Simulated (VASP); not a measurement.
A run of VASP 6.6.1:

INCAR

```
ALGO = Normal
EDIFF = 1E-6
ENCUT = 520
GGA = PS
ISIF = 2
ISMEAR = -1
LASPH = True
LCHARG = True
LELF = True
LREAL = Auto
LVHAR = True
LWAVE = False
NBANDS = 68
NELM = 60
PREC = Accurate
SIGMA = 0.0689
```

The input KPOINTS:

```
Automatic mesh
0
Gamma
  2 2 2
  0.5 0.5 0.5
```

File POSCAR:

```
NaAsF6
1.0
    5.1303875789      0.0000000000      0.0000000000
    0.0000000000      2.9620306497     -4.7384696114
    0.0000000000      5.9240612994      4.7384696114
Na As F
2 2 12
Direct
   -0.0198903101      0.0021861113      0.4602283017
    0.5232269412      0.4713327822      0.0264515921
    0.0414005758     -0.0041927710     -0.0066579129
    0.4548241169      0.5106902106      0.5148786938
    0.1627631416      0.9914657562      0.2089696543
    0.6239633850      0.5281300587      0.7149209580
    0.2014303957      0.3688301782      0.6083630006
    0.7698279982      0.8489096232      0.0770941849
    0.6220812660      0.2445827782      0.4385137465
    0.1735995549      0.7085892969      0.9424567881
    0.9164520083     -0.0348815446      0.7712093061
    0.2915654962      0.4947125837      0.3061050642
    0.7117758539      0.6704422045      0.4232600769
    0.3369501765      0.1100572911      0.9004228115
    0.2975467207      0.7902160175      0.5690882936
    0.9028945530      0.2853674706      0.0232953035
```

Potentials or basis: VASP PAW PBE potentials, release 64 (Na_pv, As, F).

Run with:

```sh
$ cat potpaw_PBE.64/Na_pv/POTCAR potpaw_PBE.64/As/POTCAR potpaw_PBE.64/F/POTCAR > POTCAR
$ mpirun -np 1 vasp_std > vasp.out
```

Hardware: 1 thread of Intel(R) Xeon(R) Platinum 8488C (Sapphire Rapids) (shared host).

Q: How long does it take, and how much memory?

A: It took 63 s on 1 thread of Intel(R) Xeon(R) Platinum 8488C (Sapphire Rapids), with other jobs on the host, peak memory 0.3 GiB. Counts: scf iterations 15, k points 4.
